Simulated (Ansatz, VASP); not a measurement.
Two plane-wave programs on La2Ta2O

```
La Ta O
1.0
     3.77232    0.00000    0.00000
     0.00000    3.77232    0.00000
     0.00000    0.00000   18.13094
La Ta O
4 4 2
Direct
  0.00000 0.50000 0.92573
  0.50000 0.00000 0.07427
  0.00000 0.50000 0.27901
  0.50000 0.00000 0.72099
  0.50000 0.00000 0.39060
  0.50000 0.00000 0.54087
  0.00000 0.50000 0.60940
  0.00000 0.50000 0.45913
  0.50000 0.50000 0.00000
  0.00000 0.00000 0.00000
```

Alike in both runs: functional PBE; k mesh 5 × 5 × 1; occupations gaussian, width 0.2 eV; no spin polarisation.

Ansatz relaxed the structure, and its values are those at the end. VASP's run is a single point on that final structure, the one shown.

|  | VASP | Ansatz |
| --- | --- | --- |
| version | VASP 6.6.1 | Ansatz 0.2.0 |
| potentials or method | VASP PAW PBE potentials, release 64 (La, Ta_pv, O), cutoff 520 eV | scalar-relativistic, plane waves, PAW |
| valence electrons in the cell | 100 | 108 |

|  | VASP | Ansatz | Ansatz less VASP |
| --- | --- | --- | --- |
| gap on the k mesh at the Fermi level (eV) | none | none | - |
| pressure (GPa) | -0.1 | -0.1 | +0.06 |
| rms of the force components (eV/Å) | 0.022 | 0.015 | -0.0065 |

A gap of «none» marks a metal or a gap that the smearing closes. VASP's potentials hold 100 valence electrons a cell and Ansatz's 108, so a difference there can come from the potentials and not from the codes.

Spin-orbit coupling is off throughout.
